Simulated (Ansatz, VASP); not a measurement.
**Two plane-wave programs on LiH**

The input INCAR:

```
  ALGO = Normal
  EDIFF = 1E-6
  ENCUT = 750
  GGA = PE
  GGA_COMPAT = False
  ISIF = 2
  ISMEAR = 0
  LASPH = True
  LCHARG = False
  LREAL = False
  LWAVE = False
  NBANDS = 9
  NELM = 120
  PREC = Accurate
  SIGMA = 0.01
```

KPOINTS

```
k-points
0
Gamma
  8 8 8
```

Contents of POSCAR:

```
LiH
1.0
    0.0000000000      2.0367500000      2.0367500000
    2.0367500000      0.0000000000      2.0367500000
    2.0367500000      2.0367500000      0.0000000000
Li H
1 1
Direct
    0.0000000000      0.0000000000      0.0000000000
    0.5000000000      0.5000000000      0.5000000000
```

Input for Ansatz:

```yaml
crystal:
  lattice:
    - [0.0, 2.03675, 2.03675]
    - [2.03675, 0.0, 2.03675]
    - [2.03675, 2.03675, 0.0]
  atoms:
    - { symbol: Li, position: [0.0, 0.0, 0.0] }
    - { symbol: H, position: [0.5, 0.5, 0.5] }
basis:
  ecutwfc: 450.0
kpoints:
  mp_grid:
    grid: [8, 8, 8]
hamiltonian:
  xc: pbe
scf:
  occupations:
    method: fixed
output:
  eigenvalues: true
```

Alike in both runs: task single point; functional PBE; k mesh 8 × 8 × 8; no spin polarisation.

```csv
,VASP,Ansatz
version,VASP 6.6.1,Ansatz 0.2.0
potentials or method,"VASP PAW PBE potentials, release 64 (Li_sv, H), cutoff 750 eV","plane waves, PAW"
occupations,"gaussian, width 0.01 eV",fixed
valence electrons in the cell,4,4
```

VASP gave:

* gap on the k mesh at the Fermi level (eV): 3.01

Task: Estimate Ansatz's values.

Result: gap on the k mesh at the Fermi level (eV): 3.02.
